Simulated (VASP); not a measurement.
# HfN (Fm-3m) in VASP: a series of runs

HfN is run at these levels: PBE, revPBE; tasks: single point.

Program: VASP 6.6.1. These are calculated values, not measurements. Logs are shortened: lines on timing, memory, paths and dates and some standing lists are left out, and cuts for length are marked.

### 1 The cell of the first run

The structure is cubic, space group Fm-3m (No. 225). Conventional cell: a = 4.512 Å, b = 4.512 Å, c = 4.512 Å, α = 90.00°, β = 90.00°, γ = 90.00°. Within 3.0 Å of Hf (site symmetry m-3m) lie 6 N at 2.26 Å. Within 3.0 Å of N (site symmetry m-3m) lie 6 Hf at 2.26 Å.

### 2 Single point, PBE

File INCAR:

```
ALGO     = Normal         # electronic algorithm
EDIFF    = 1E-6           # SCF threshold, eV
ENCUT    = 520            # plane-wave cutoff, eV
GGA      = PE             # functional
ISIF     = 2              # what is computed and relaxed
ISMEAR   = -1             # smearing method
LASPH    = True           # aspherical terms in the spheres
LCHARG   = False          # write CHGCAR
LREAL    = False          # projectors in reciprocal space
LWAVE    = False          # write WAVECAR
NBANDS   = 14             # bands
NELM     = 80             # most SCF steps
PREC     = Accurate       # precision mode
SIGMA    = 0.05           # smearing width, eV
```

File KPOINTS:

```
k-points
0
Gamma
  10 10 10
```

File POSCAR:

```
HfN
1.0
    0.0000000000      2.2560000000      2.2560000000
    2.2560000000      0.0000000000      2.2560000000
    2.2560000000      2.2560000000      0.0000000000
Hf N
1 1
Direct
    0.0000000000      0.0000000000      0.0000000000
    0.5000000000      0.5000000000      0.5000000000
```

Potentials or basis: VASP PAW PBE potentials, release 64 (Hf_pv, N).

Command:

```bash
$ cat potpaw_PBE.64/Hf_pv/POTCAR potpaw_PBE.64/N/POTCAR > POTCAR
$ mpirun -np 1 vasp_std > vasp.out
```

OUTCAR:

```text
EDIFF = 1E-6
   ENCUT = 520
   GGA = PE
   ISIF = 2
   ISMEAR = -1
   LASPH = True
   LREAL = False
   NELM = 80
   PREC = Accurate

 ion  position               nearest neighbor table
   1  0.000  0.000  0.000-   2 2.26   2 2.26   2 2.26   2 2.26   2 2.26   2 2.26
   2  0.500  0.500  0.500-   1 2.26   1 2.26   1 2.26   1 2.26   1 2.26   1 2.26

  LATTYP: Found a face centered cubic cell.
 ALAT       =     4.5120000000

  Lattice vectors:

 A1 = (   0.0000000000,   2.2560000000,   2.2560000000)
 A2 = (   2.2560000000,   0.0000000000,   2.2560000000)
 A3 = (   2.2560000000,   2.2560000000,   0.0000000000)

Analysis of symmetry for initial positions (statically):
=====================================================================
 Subroutine PRICEL returns:
 Original cell was already a primitive cell.

 Routine SETGRP: Setting up the symmetry group for a
 face centered cubic supercell.

 Subroutine GETGRP returns: Found 48 space group operations
 (whereof 48 operations were pure point group operations)
 out of a pool of 48 trial point group operations.

The static configuration has the point symmetry O_h .

Analysis of symmetry for dynamics (positions and initial velocities):
=====================================================================
 Subroutine PRICEL returns:
 Original cell was already a primitive cell.

 Routine SETGRP: Setting up the symmetry group for a
 face centered cubic supercell.

 Subroutine GETGRP returns: Found 48 space group operations
 (whereof 48 operations were pure point group operations)
 out of a pool of 48 trial point group operations.

The dynamic configuration has the point symmetry O_h .

 Subroutine INISYM returns: Found 48 space group operations
 (whereof 48 operations are pure point group operations),
 and found     1 'primitive' translations

----------------------------------------------------------------------------------------

                                     Primitive cell

  volume of cell :      22.9640

  direct lattice vectors                    reciprocal lattice vectors
     0.000000000  2.256000000  2.256000000    -0.221631206  0.221631206  0.221631206
     2.256000000  0.000000000  2.256000000     0.221631206 -0.221631206  0.221631206
     2.256000000  2.256000000  0.000000000     0.221631206  0.221631206 -0.221631206

  length of vectors
     3.190465797  3.190465797  3.190465797     0.383876509  0.383876509  0.383876509

  position of ions in fractional coordinates (direct lattice)
     0.000000000  0.000000000  0.000000000
     0.500000000  0.500000000  0.500000000

  ion indices of the primitive-cell ions
   primitive index   ion index
                 1           1
                 2           2

----------------------------------------------------------------------------------------

 KPOINTS: k-points

Automatic generation of k-mesh.
 Grid dimensions read from file:
 generate k-points for:   10   10   10

 Generating k-lattice:

  Cartesian coordinates                     Fractional coordinates (reciprocal lattice)
    -0.022163121  0.022163121  0.022163121     0.100000000  0.000000000  0.000000000
     0.022163121 -0.022163121  0.022163121     0.000000000  0.100000000  0.000000000
     0.022163121  0.022163121 -0.022163121     0.000000000  0.000000000  0.100000000

  Length of vectors
     0.038387651  0.038387651  0.038387651

  Shift w.r.t. Gamma in fractional coordinates (k-lattice)
     0.000000000  0.000000000  0.000000000

 Subroutine IBZKPT returns following result:
 ===========================================

 Found     47 irreducible k-points:

 Following reciprocal coordinates:
            Coordinates               Weight
  0.000000  0.000000  0.000000      1.000000
  0.100000  0.000000  0.000000      8.000000
  0.200000  0.000000  0.000000      8.000000
  0.300000  0.000000  0.000000      8.000000
  0.400000  0.000000  0.000000      8.000000
  0.500000  0.000000  0.000000      4.000000
[... 16 lines left out ...]
  0.300000  0.300000  0.000000      6.000000
  0.400000  0.300000  0.000000     24.000000
 [... further k-points ...]
   k-points           NKPTS =     47   k-points in BZ     NKDIM =     47   number of bands    NBANDS=     14
   number of dos      NEDOS =    301   number of ions     NIONS =      2
   total plane-waves  NPLWV =  13824
   dimension x,y,z NGX =    24 NGY =   24 NGZ =   24
   dimension x,y,z NGXF=    48 NGYF=   48 NGZF=   48
   ions per type =               1   1
   NGX,Y,Z   is equivalent  to a cutoff of  12.51, 12.51, 12.51 a.u.
   NGXF,Y,Z  is equivalent  to a cutoff of  25.01, 25.01, 25.01 a.u.
 SYSTEM =  unknown system
   PREC   = accura    normal or accurate (medium, high low for compatibility)
   ISTART =      0    job   : 0-new  1-cont  2-samecut
   ICHARG =      2    charge: 1-file 2-atom 10-const
   ISPIN  =      1    spin polarized calculation?
   LNONCOLLINEAR =      F non collinear calculations
   LSORBIT =      F    spin-orbit coupling
   LASPH  =      T    aspherical Exc in radial PAW
   ENCUT  =  520.0 eV  38.22 Ry    6.18 a.u.   5.93  5.93  5.93*2*pi/ulx,y,z
   NELM   =     80;   NELMIN=  2; NELMDL= -5     # of ELM steps
   EDIFF  = 0.1E-05   stopping-criterion for ELM
   LREAL  =      F    real-space projection
   EDIFFG = 0.1E-04   stopping-criterion for IOM
   NSW    =      0    number of steps for IOM
   IBRION =     -1    ionic relax: 0-MD 1-quasi-New 2-CG
   NFREE  =      0    steps in history (QN), initial steepest desc. (CG)
   ISIF   =      2    stress and relaxation
   ISYM   =      2    0-nonsym 1-usesym 2-fastsym
   POTIM  = 0.5000    time-step for ionic-motion
   TEBEG  =    0.0;   TEEND  =   0.0 temperature during run
   PSTRESS=    0.0 pullay stress
   NELECT =      15.0000    total number of electrons
   NUPDOWN=      -1.0000    fix difference up-down
   EMIN   =  10.00;   EMAX   =-10.00  energy-range for DOS
   EFERMI =   0.00;   METHOD = LEGACY
   ISMEAR =    -1;   SIGMA  =   0.05  broadening in eV -4-tet -1-fermi 0-gaus
   EFERMI_NEDOS =   21; number of points for ismear=-14 and -15
   IALGO  =     38    algorithm
   IMIX   =      4    mixing-type and parameters
     AMIX     =   0.40;   BMIX     =  1.00
     AMIX_MAG =   1.60;   BMIX_MAG =  1.00
  volume/ion in A,a.u.               =      11.48        77.48
  Fermi-wavevector in a.u.,A,eV,Ry     =   1.420440  2.684242 27.451783  2.017649
  Thomas-Fermi vector in A             =   2.541355
   LORBIT       =      0    0 simple, 1 ext, 2 COOP (PROOUT), +10 PAW based schemes
   GGA     = PE    functional components
   LHFCALC =     F    Hartree Fock is set to
   AEXX    =    0.0000 exact exchange contribution
   IVDW    =     0    specifies the selected vdW correction
   LEPSILON=     F    determine dielectric tensor
   LRPA    =     F    only Hartree local field effects (RPA)
 non-spin polarized calculation
  energy-cutoff  :      520.00
  volume of cell :       22.96
 maximum number of plane-waves:       636
   NGX = 11   NGY = 11   NGZ = 11

 number of electron      15.0000001 magnetization

 Free energy of the ion-electron system (eV)
  ---------------------------------------------------
  ext. energy  EPLUGINS =         0.00000000
  ---------------------------------------------------
  free energy    TOTEN  =       -21.74863161 eV

  energy without entropy =      -21.74214391  energy(sigma->0) =      -21.74538776

 E-fermi :   8.4606     XC(G=0): -12.7531

 val. band max:        8.4154588793   @ k =  -0.4000   0.3000   0.0000
 cond. band min:       8.4708322620   @ k =  -0.1000   0.1000   0.0000
 fundamental gap:      0.0553733827
 Fermi energy:         8.4605710641

 k-point     1 :       0.0000    0.0000    0.0000
  band No.  band energies     occupation
      1     -22.7106      2.00000
      2     -22.7106      2.00000
      3     -22.7106      2.00000
      4      -9.1171      2.00000
      5       5.3827      2.00000
      6       5.3827      2.00000
      7       5.3827      2.00000
      8       8.0742      1.99912
      9       8.0742      1.99912
     10       8.0742      1.99912
     11      10.2539      0.00000
     12      10.4021      0.00000
     13      10.4021      0.00000
     14      17.9965      0.00000

 k-point     2 :       0.1000    0.0000    0.0000
  band No.  band energies     occupation
      1     -22.8126      2.00000
      2     -22.7190      2.00000
      3     -22.7190      2.00000
      4      -8.8874      2.00000
      5       4.4621      2.00000
      6       4.8393      2.00000
      7       4.8393      2.00000
      8       8.2998      1.92284
      9       8.4011      1.53302
     10       8.4011      1.53302
     11      10.9550      0.00000
     12      11.1413      0.00000
     13      11.1413      0.00000
     14      18.7658      0.00000

 k-point     3 :       0.2000    0.0000    0.0000
  band No.  band energies     occupation
      1     -23.0691      2.00000
      2     -22.7411      2.00000
      3     -22.7411      2.00000
      4      -8.2703      2.00000
      5       2.7890      2.00000
      6       3.8446      2.00000
      7       3.8446      2.00000
      8       8.6843      0.02252
      9       9.2188      0.00000
     10       9.2188      0.00000
     11      12.4057      0.00000
     12      12.8128      0.00000
     13      12.8128      0.00000
     14      20.5941      0.00000

 k-point     4 :       0.3000    0.0000    0.0000
  band No.  band energies     occupation
      1     -23.3680      2.00000
      2     -22.7681      2.00000
      3     -22.7681      2.00000
      4      -7.4519      2.00000
      5       1.1840      2.00000
      6       2.9720      2.00000
      7       2.9720      2.00000
      8       9.4140      0.00000
      9      10.3781      0.00000
     10      10.3781      0.00000
     11      13.6410      0.00000
     12      14.7344      0.00000
     13      14.7344      0.00000
     14      20.6452      0.00000

 k-point     5 :       0.4000    0.0000    0.0000
  band No.  band energies     occupation
      1     -23.5968      2.00000
      2     -22.7898      2.00000
      3     -22.7898      2.00000
      4      -6.7001      2.00000
      5      -0.0190      2.00000
      6       2.4075      2.00000
      7       2.4075      2.00000
      8      10.6036      0.00000
      9      11.5775      0.00000
     10      11.5775      0.00000
     11      13.7088      0.00000
[... 276 lines left out ...]
 k-point    22 :      -0.2000    0.2000    0.0000
  band No.  band energies     occupation
      1     -23.3136      2.00000
      2     -22.9516      2.00000
      3     -22.7573      2.00000
      4      -7.3976      2.00000
      5       1.1241      2.00000
      6       2.7148      2.00000
      7       3.4450      2.00000
      8       9.4966      0.00000
      9       9.7774      0.00000
     10      11.7166      0.00000
     11      12.1235      0.00000
     12      15.0431      0.00000
     13      16.2013      0.00000
     14      20.6412      0.00000

 k-point    23 :       0.3000    0.3000    0.0000
  band No.  band energies     occupation
      1     -23.2832      2.00000
      2     -22.9159      2.00000
      3     -22.9159      2.00000
      4      -7.8264      2.00000
      5       1.5876      2.00000
      6       4.5401      2.00000
      7       4.5401      2.00000
      8       5.4984      2.00000
      9      11.6912      0.00000
     10      12.2033      0.00000
     11      12.5351      0.00000
     12      12.5351      0.00000
     13      17.4488      0.00000
     14      20.6471      0.00000

 k-point    24 :       0.4000    0.3000    0.0000
  band No.  band energies     occupation
      1     -23.3931      2.00000
      2     -22.9776      2.00000
      3     -22.9483      2.00000
      4      -7.7167      2.00000
      5       1.8042      2.00000
      6       3.7956      2.00000
      7       4.2800      2.00000
      8       5.9387      2.00000
      9      12.5284      0.00000
     10      13.0213      0.00000
     11      13.1931      0.00000
     12      13.2679      0.00000
     13      17.6136      0.00000
     14      19.8102      0.00000

 [... further k-points ...]
[... 5 lines left out ...]
  --------------------------------------------------------------------------------------
  -------------------------------------------------------------------------------------
  Total        0.6023193      0.6023193      0.6023193     -0.0000000      0.0000000     -0.0000000
  in kB       42.0232961     42.0232961     42.0232961     -0.0000000      0.0000000     -0.0000000
  external PRESSURE =      42.0232961 kB  Pullay stress =       0.0000000 kB

 VOLUME and BASIS-vectors are now :
 -----------------------------------------------------------------------------
  energy-cutoff  :      520.00
  volume of cell :       22.96
      direct lattice vectors                 reciprocal lattice vectors
     0.000000000  2.256000000  2.256000000    -0.221631206  0.221631206  0.221631206
     2.256000000  0.000000000  2.256000000     0.221631206 -0.221631206  0.221631206
     2.256000000  2.256000000  0.000000000     0.221631206  0.221631206 -0.221631206

 POSITION                                       TOTAL-FORCE (eV/Angst)
 -----------------------------------------------------------------------------------
      0.00000      0.00000      0.00000        -0.000000      0.000000     -0.000000
      2.25600      2.25600      2.25600         0.000000     -0.000000      0.000000
 -----------------------------------------------------------------------------------
    total drift:                                0.000000     -0.000000     -0.000000

  FREE ENERGIE OF THE ION-ELECTRON SYSTEM (eV)
  ---------------------------------------------------
  free  energy   TOTEN  =       -21.7486316066 eV

  energy  without entropy=      -21.7421439090  energy(sigma->0) =      -21.74538776
```

Wall time 6.2 s (1 thread of Intel Xeon 6975P-C (Granite Rapids), shared host); peak memory 0.14 GiB.

Results:

```
Free energy : -21.7486 eV
Pressure    : 4.2 GPa
```

Levels at points of the mesh, in eV from the Fermi level:
```tsv
k point	band 4	band 5	band 6	band 7	band 8	band 9	band 10	band 11	band 12	band 13
(0.00, 0.00, 0.00)	-17.58	-3.08	-3.08	-3.08	-0.39	-0.39	-0.39	1.79	1.94	1.94
(0.50, 0.00, 0.00)	-14.83	-8.95	-6.25	-6.25	3.26	3.69	3.69	4.41	8.84	8.84
(0.50, 0.50, 0.00)	-16.48	-5.46	-3.86	-3.74	-3.74	4.08	5.52	5.52	5.60	8.01
```

Caveat: spin-orbit coupling is left out, which moves the levels of the heavy elements.

(Continued in part 2 of 2.)
